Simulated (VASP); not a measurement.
# SiO2 (P4_2/mnm) in VASP: notebook

Runs on SiO2. Level: LDA. Tasks: single point.

Program: VASP 6.6.1. These are calculated values, not measurements. Logs are shortened: lines on timing, memory, paths and dates and some standing lists are left out, and cuts for length are marked.

## 1. The cell of the first run

Symmetry: P4_2/mnm, No. 136, tetragonal system. Conventional cell: a = 4.273 Å, b = 4.273 Å, c = 2.838 Å, α = 90.00°, β = 90.00°, γ = 90.00°. Within 2.4 Å of Si (site symmetry mmm) lie 6 O at 1.84 to 1.85 Å. Within 2.4 Å of O (site symmetry m2m) lie 3 Si at 1.84 to 1.85 Å and 1 O at 2.35 Å.

## 2. Single point, LDA (volume 8.638 Å^3 an atom, c/a of the conventional cell 0.6642)

INCAR

```
PREC = Accurate ; ENCUT = 520
EDIFF = 1E-6 ; ISMEAR = 0
SIGMA = 0.05 ; LREAL = False
LASPH = True ; NELM = 100
ALGO = Normal ; ISIF = 2
LWAVE = False ; LCHARG = False
GGA = CA ; NBANDS = 25
```

KPOINTS

```
Automatic mesh
0
Gamma
  6 6 10
```

POSCAR

```
SiO2
1.0
    4.2732194154      0.0000000000      0.0000000000
    0.0000000000      4.2732194154      0.0000000000
    0.0000000000      0.0000000000      2.8382723357
Si O
2 4
Direct
    0.5000000000      0.5000000000      0.5000000000
    0.0000000000      0.0000000000      0.0000000000
    0.6944252994      0.6944252994      0.0000000000
    0.1944252994      0.8055747006      0.5000000000
    0.3055747006      0.3055747006      0.0000000000
    0.8055747006      0.1944252994      0.5000000000
```

Potentials or basis: VASP PAW LDA potentials, release 64 (Si, O).

The run is started by

```bash
> cat potpaw_LDA.64/Si/POTCAR potpaw_LDA.64/O/POTCAR > POTCAR
> mpirun -np 1 vasp_std > vasp.out
```

OUTCAR:

```text
PREC = Accurate
   ENCUT = 520
   EDIFF = 1E-6
   ISMEAR = 0
   LREAL = False
   LASPH = True
   NELM = 100
   ISIF = 2
   GGA = CA

 ion  position               nearest neighbor table
   1  0.500  0.500  0.500-   3 1.84   5 1.84   3 1.84   5 1.84   4 1.85   6 1.85
   2  0.000  0.000  0.000-   4 1.84   6 1.84   4 1.84   6 1.84   5 1.85   3 1.85
   3  0.694  0.694  0.000-   1 1.84   1 1.84   2 1.85
   4  0.194  0.806  0.500-   2 1.84   2 1.84   1 1.85
   5  0.306  0.306  0.000-   1 1.84   1 1.84   2 1.85
   6  0.806  0.194  0.500-   2 1.84   2 1.84   1 1.85

  LATTYP: Found a simple tetragonal cell.
 ALAT       =     4.2732194154
 C/A-ratio  =     0.6642000000

  Lattice vectors:

 A1 = (   4.2732194154,   0.0000000000,   0.0000000000)
 A2 = (   0.0000000000,   4.2732194154,   0.0000000000)
 A3 = (   0.0000000000,   0.0000000000,   2.8382723357)

Analysis of symmetry for initial positions (statically):
=====================================================================
 Subroutine PRICEL returns:
 Original cell was already a primitive cell.

 Routine SETGRP: Setting up the symmetry group for a
 simple tetragonal supercell.

 Subroutine GETGRP returns: Found 16 space group operations
 (whereof  8 operations were pure point group operations)
 out of a pool of 16 trial point group operations.

The static configuration has the point symmetry D_2h.
 The point group associated with its full space group is D_4h.

Analysis of symmetry for dynamics (positions and initial velocities):
=====================================================================
 Subroutine PRICEL returns:
 Original cell was already a primitive cell.

 Routine SETGRP: Setting up the symmetry group for a
 simple tetragonal supercell.

 Subroutine GETGRP returns: Found 16 space group operations
 (whereof  8 operations were pure point group operations)
 out of a pool of 16 trial point group operations.

The dynamic configuration has the point symmetry D_2h.
 The point group associated with its full space group is D_4h.

 Subroutine INISYM returns: Found 16 space group operations
 (whereof  8 operations are pure point group operations),
 and found     1 'primitive' translations

[... 94 lines left out ...]
   ISTART =      0    job   : 0-new  1-cont  2-samecut
   ICHARG =      2    charge: 1-file 2-atom 10-const
   ISPIN  =      1    spin polarized calculation?
   LNONCOLLINEAR =      F non collinear calculations
   LSORBIT =      F    spin-orbit coupling
   LASPH  =      T    aspherical Exc in radial PAW
   ENCUT  =  520.0 eV  38.22 Ry    6.18 a.u.   7.95  7.95  5.28*2*pi/ulx,y,z
   NELM   =    100;   NELMIN=  2; NELMDL= -5     # of ELM steps
   EDIFF  = 0.1E-05   stopping-criterion for ELM
   LREAL  =      F    real-space projection
   EDIFFG = 0.1E-04   stopping-criterion for IOM
   NSW    =      0    number of steps for IOM
   IBRION =     -1    ionic relax: 0-MD 1-quasi-New 2-CG
   NFREE  =      0    steps in history (QN), initial steepest desc. (CG)
   ISIF   =      2    stress and relaxation
   ISYM   =      2    0-nonsym 1-usesym 2-fastsym
   POTIM  = 0.5000    time-step for ionic-motion
   TEBEG  =    0.0;   TEEND  =   0.0 temperature during run
   PSTRESS=    0.0 pullay stress
   NELECT =      32.0000    total number of electrons
   NUPDOWN=      -1.0000    fix difference up-down
   EMIN   =  10.00;   EMAX   =-10.00  energy-range for DOS
   EFERMI =   0.00;   METHOD = LEGACY
   ISMEAR =     0;   SIGMA  =   0.05  broadening in eV -4-tet -1-fermi 0-gaus
   EFERMI_NEDOS =   21; number of points for ismear=-14 and -15
   IALGO  =     38    algorithm
   IMIX   =      4    mixing-type and parameters
     AMIX     =   0.40;   BMIX     =  1.00
     AMIX_MAG =   1.60;   BMIX_MAG =  1.00
  volume/ion in A,a.u.               =       8.64        58.29
  Fermi-wavevector in a.u.,A,eV,Ry     =   1.394023  2.634322 26.440212  1.943301
  Thomas-Fermi vector in A             =   2.517613
   LORBIT       =      0    0 simple, 1 ext, 2 COOP (PROOUT), +10 PAW based schemes
   GGA     = CA    functional components
   LHFCALC =     F    Hartree Fock is set to
   AEXX    =    0.0000 exact exchange contribution
   IVDW    =     0    specifies the selected vdW correction
   LEPSILON=     F    determine dielectric tensor
   LRPA    =     F    only Hartree local field effects (RPA)
 non-spin polarized calculation
 Gauss-broadening in eV      SIGMA  =   0.05
  energy-cutoff  :      520.00
  volume of cell :       51.83
 maximum number of plane-waves:      1416
 NGX is ok and might be reduce to    32
   NGX = 15   NGY = 15   NGZ = 11

 number of electron      32.0000031 magnetization

 Free energy of the ion-electron system (eV)
  ---------------------------------------------------
  ext. energy  EPLUGINS =         0.00000000
  ---------------------------------------------------
  free energy    TOTEN  =       -51.27631600 eV

  energy without entropy =      -51.27631600  energy(sigma->0) =      -51.27631600

 E-fermi :   6.9655     XC(G=0): -12.2097

 val. band max:        6.7152953187   @ k =   0.0000   0.0000   0.0000
 cond. band min:      10.3412738376   @ k =   0.0000   0.0000   0.0000
 fundamental gap:      3.6259785189
 Fermi energy:         6.9654605104

 k-point     1 :       0.0000    0.0000    0.0000
  band No.  band energies     occupation
      1     -14.5798      2.00000
      2     -11.3024      2.00000
      3     -11.3024      2.00000
      4     -11.0126      2.00000
      5      -3.6203      2.00000
      6       0.9402      2.00000
[... 661 lines left out ...]
     24      18.1748      0.00000
     25      19.8475      0.00000

 [... further k-points ...]
[... 5 lines left out ...]
  --------------------------------------------------------------------------------------
  -------------------------------------------------------------------------------------
  Total       -8.3023169     -8.3023169    -14.2464344      0.0000000      0.0000000      0.0000000
  in kB     -256.6524647   -256.6524647   -440.4050751      0.0000000      0.0000000      0.0000000
  external PRESSURE =    -317.9033349 kB  Pullay stress =       0.0000000 kB

 VOLUME and BASIS-vectors are now :
 -----------------------------------------------------------------------------
  energy-cutoff  :      520.00
  volume of cell :       51.83
      direct lattice vectors                 reciprocal lattice vectors
     4.273219415  0.000000000  0.000000000     0.234015599  0.000000000  0.000000000
     0.000000000  4.273219415  0.000000000     0.000000000  0.234015599  0.000000000
     0.000000000  0.000000000  2.838272336     0.000000000  0.000000000  0.352327008

 POSITION                                       TOTAL-FORCE (eV/Angst)
 -----------------------------------------------------------------------------------
      2.13661      2.13661      1.41914         0.000000      0.000000     -0.000000
      0.00000      0.00000      0.00000         0.000000      0.000000     -0.000000
      2.96743      2.96743      0.00000        -0.223466     -0.223466      0.000000
      0.83082      3.44240      1.41914        -0.223466      0.223466     -0.000000
      1.30579      1.30579      0.00000         0.223466      0.223466     -0.000000
      3.44240      0.83082      1.41914         0.223466     -0.223466      0.000000
 -----------------------------------------------------------------------------------
    total drift:                                0.000000      0.000000     -0.000000

  FREE ENERGIE OF THE ION-ELECTRON SYSTEM (eV)
  ---------------------------------------------------
  free  energy   TOTEN  =       -51.2763160023 eV

  energy  without entropy=      -51.2763160023  energy(sigma->0) =      -51.27631600
```

stdout:

```text
POSCAR found type information on POSCAR SiO
 POSCAR found :  2 types and       6 ions
 scaLAPACK will be used
 LDA part: xc-table for (Slater(with rela. corr.)+CA(PZ))
 , standard interpolation
 POSCAR, INCAR and KPOINTS ok, starting setup
 FFT: planning ... GRIDC
 FFT: planning ... GRID_SOFT
 FFT: planning ... GRID
 WAVECAR not read
 entering main loop
```

It took 30 s on 1 thread of AMD EPYC 9R45 (Zen 5), shared host; peak memory 0.15 GiB.

What came out:

- Free energy: -51.2763 eV
- Pressure: -31.8 GPa
- Largest force: 0.316 eV/Å
- Band gap on the k mesh: 3.63 eV, direct

Forces in eV/Å, atoms in the order of the input:
```
Si   0.000  0.000  0.000
Si   0.000  0.000  0.000
O   -0.223 -0.223  0.000
O   -0.223  0.223  0.000
O    0.223  0.223  0.000
O    0.223 -0.223  0.000
```

Stress tensor (GPa, compression positive):
```
-25.67   0.00   0.00
  0.00 -25.67   0.00
  0.00   0.00 -44.04
```

## 3. Single point, LDA (volume 8.638 Å^3 an atom, c/a of the conventional cell 0.6176)

INCAR

```
SYSTEM = SiO2
  PREC = Accurate
  ENCUT = 520
  EDIFF = 1E-6
  ISMEAR = 0
  SIGMA = 0.05
  LREAL = .False.
  LASPH = .True.
  NELM = 100
  ALGO = Normal
  ISIF = 2
  LWAVE = .False.
  LCHARG = .True.
  GGA = CA
  LELF = .True.
  LVHAR = .True.
  NBANDS = 25
```

KPOINTS

```
regular mesh
0
Gamma
  6 6 10
  0 0 0
```

Edit POSCAR of step 2 so:

```diff
@@ -2,5 +2,5 @@
 1.0
-    4.2732194154      0.0000000000      0.0000000000
-    0.0000000000      4.2732194154      0.0000000000
-    0.0000000000      0.0000000000      2.8382723357
+    4.3781004423      0.0000000000      0.0000000000
+    0.0000000000      4.3781004423      0.0000000000
+    0.0000000000      0.0000000000      2.7039148332
 Si O
```

Potentials or basis: VASP PAW LDA potentials, release 64 (Si, O).

The run is started by

```bash
> cat potpaw_LDA.64/Si/POTCAR potpaw_LDA.64/O/POTCAR > POTCAR
> mpirun -np 1 vasp_std > vasp.out
```

Wall time 36 s (1 thread of AMD EPYC 9R45 (Zen 5), shared host); peak memory 0.15 GiB.

It converged, with:

```
Free energy            : -51.3649 eV
Pressure               : -29.3 GPa
Largest force          : 0.998 eV/Å
Band gap on the k mesh : 3.87 eV, direct
```

Forces on the atoms (eV/Å):
```
Si   0.000  0.000  0.000
Si   0.000  0.000  0.000
O   -0.706 -0.706  0.000
O   -0.706  0.706  0.000
O    0.706  0.706  0.000
O    0.706 -0.706  0.000
```

Stress tensor (GPa, compression positive):
```
-31.97   0.00   0.00
  0.00 -31.97   0.00
  0.00   0.00 -23.96
```

Levels at points of the mesh, in eV from the valence-band top:
```tsv
k point	band 13	band 14	band 15	band 16	band 17	band 18	band 19	band 20
(0.00, 0.00, 0.00)	-2.28	-0.87	-0.87	0.00	3.87	6.48	7.81	7.81
(0.50, 0.00, 0.00)	-2.37	-2.37	-1.01	-1.01	6.38	6.38	8.50	8.50
(0.50, 0.50, 0.00)	-2.43	-2.43	-2.08	-2.08	6.26	6.26	9.23	9.23
(0.00, 0.00, 0.50)	-2.59	-2.59	-2.35	-2.35	7.41	7.41	11.03	11.03
(0.50, 0.00, 0.50)	-2.13	-2.13	-1.54	-1.54	7.31	7.31	8.28	8.28
(0.50, 0.50, 0.50)	-1.65	-1.65	-1.36	-1.36	5.65	5.65	9.82	9.82
```

 A k mesh can miss the band edges.

## 4. Single point, LDA (volume 8.638 Å^3 an atom, c/a of the conventional cell 0.7144)

INCAR

```
SYSTEM = SiO2
PREC = Accurate ; ENCUT = 520
EDIFF = 1E-6 ; ISMEAR = 0
SIGMA = 0.05 ; LREAL = .False.
LASPH = .True. ; NELM = 100
ALGO = Normal ; ISIF = 2
LWAVE = .False. ; LCHARG = .False.
GGA = CA ; NBANDS = 25
```

KPOINTS

```
Automatic mesh
0
Gamma
  6 6 10
  0 0 0
```

Edit POSCAR of step 3 so:

```diff
@@ -2,5 +2,5 @@
 1.0
-    4.3781004423      0.0000000000      0.0000000000
-    0.0000000000      4.3781004423      0.0000000000
-    0.0000000000      0.0000000000      2.7039148332
+    4.1706876699      0.0000000000      0.0000000000
+    0.0000000000      4.1706876699      0.0000000000
+    0.0000000000      0.0000000000      2.9795392714
 Si O
```

The run is started by

```bash
> cat potpaw_LDA.64/Si/POTCAR potpaw_LDA.64/O/POTCAR > POTCAR
> mpirun -np 1 vasp_std > vasp.out
```

Run time: 31 s. Hardware: 1 thread of AMD EPYC 9R45 (Zen 5), shared host; peak memory 0.14 GiB.

The run converged. Its results:

| Item | Value |
| --- | --- |
| Free energy | -50.8150 eV |
| Pressure | -32.3 GPa |
| Largest force | 0.310 eV/Å |
| Band gap on the k mesh | 3.38 eV, direct |

Forces on the atoms (eV/Å):
```
Si   0.000  0.000  0.000
Si   0.000  0.000  0.000
O    0.219  0.219  0.000
O    0.219 -0.219  0.000
O   -0.219 -0.219  0.000
O   -0.219  0.219  0.000
```

Stress tensor (GPa, compression positive):
```
-19.10   0.00   0.00
  0.00 -19.10   0.00
  0.00   0.00 -58.58
```

Levels at points of the mesh, in eV from the valence-band top:
```
           k point  band 12  band 13  band 14  band 15  band 16  band 17  band 18  band 19  band 20  band 21
(0.00, 0.00, 0.00)    -3.13    -2.58    -0.67    -0.67     0.00     3.38     4.70     6.18     6.18     8.98
(0.50, 0.00, 0.00)    -3.36    -2.63    -2.63    -0.83    -0.83     5.61     5.61     6.93     6.93    10.98
(0.50, 0.50, 0.00)    -3.32    -2.76    -2.76    -1.55    -1.55     5.30     5.30     8.00     8.00    12.02
(0.00, 0.00, 0.50)    -4.03    -2.87    -2.87    -2.16    -2.16     7.65     7.65    11.16    11.16    11.32
(0.50, 0.00, 0.50)    -3.48    -1.76    -1.76    -1.37    -1.37     7.60     7.60     9.49     9.49    11.47
(0.50, 0.50, 0.50)    -3.75    -1.22    -1.22    -1.16    -1.16     6.01     6.01    10.48    10.48    10.78
```

(Part 1 of 2 ends here.)
